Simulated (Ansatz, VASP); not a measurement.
LuAl3N4 in VASP and in Ansatz

```
CELL_PARAMETERS angstrom
3.21011 0.02132 0.01936
-1.58659 2.81142 0.02796
0.06345 0.14244 10.50411
ATOMIC_POSITIONS crystal
Lu 0.98519 0.92508 0.89683
Al 0.29437 0.72547 0.65199
Al 0.30449 0.64594 0.17918
Al 0.75758 0.33674 0.43609
N 0.33529 0.64744 0.47279
N 0.45777 0.68590 0.99041
N 0.55168 0.36961 0.24724
N 0.64697 0.33049 0.71196
```

Change from the starting cell: cell x1, atoms moved at random (sigma 0.15 Å) and cell strained at random (1.5 %), then relaxed without symmetry.

Alike in both runs: task relaxation of cell and atoms; functional PBE; k mesh 6 × 6 × 2; occupations gaussian, width 0.1 eV; no spin polarisation.

```csv
,VASP,Ansatz
version,VASP 6.6.1,Ansatz 0.2.0
potentials or method,"VASP PAW PBE potentials, release 64 (Lu, Al, N), cutoff 600 eV","scalar-relativistic, plane waves, PAW"
valence electrons in the cell,54,54
```

```tsv
	VASP	Ansatz	Ansatz less VASP
gap on the k mesh at the Fermi level, each at its own relaxed structure (eV)	2.82	2.87	+0.044
relaxed volume (Å³/atom)	11.67	11.68	+0.004
relaxed cell length with the largest relative difference (Å)	10.506	10.501	-0.0053
```

Spin-orbit coupling is off throughout.
